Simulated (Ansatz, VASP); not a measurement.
**Two plane-wave programs on Mg3TeSe2**

```
CELL_PARAMETERS angstrom
4.00773 0.00000 0.00000
-2.00386 3.47079 0.00000
0.00000 0.00000 19.64594
ATOMIC_POSITIONS crystal
Mg 0.33333 0.66667 0.09087
Mg 0.33333 0.66667 0.59087
Mg 0.66667 0.33333 0.40913
Mg 0.66667 0.33333 0.90913
Mg 0.00000 0.00000 0.25000
Mg 0.00000 0.00000 0.75000
Te 0.00000 0.00000 0.00000
Te 0.00000 0.00000 0.50000
Se 0.33333 0.66667 0.32967
Se 0.33333 0.66667 0.82967
Se 0.66667 0.33333 0.17033
Se 0.66667 0.33333 0.67033
```

Alike in both runs: task single point; functional PBE; k mesh 6 × 6 × 1; occupations gaussian, width 0.1 eV; no spin polarisation.

|  | VASP | Ansatz |
| --- | --- | --- |
| version | VASP 6.6.1 | Ansatz 0.2.0 |
| potentials or method | VASP PAW PBE potentials, release 64 (Mg, Te, Se), cutoff 520 eV | scalar-relativistic, plane waves, PAW |
| valence electrons in the cell | 48 | 156 |

VASP gave:

```
gap on the k mesh at the Fermi level (eV)                     : 0.47
least direct gap on the mesh (eV)                             : 1.19
pressure (GPa)                                                : -0.1
traceless stress, the component that is largest in VASP (GPa) : -0.05
```

Task: What did Ansatz give for the same quantities?

Result: gap on the k mesh at the Fermi level (eV): 0.49; least direct gap on the mesh (eV): 1.20; pressure (GPa): 0.0; traceless stress, the component that is largest in VASP (GPa): -0.06.

VASP's potentials hold 48 valence electrons a cell and Ansatz's 156, so a difference there can come from the potentials and not from the codes.

Spin-orbit coupling is off throughout.
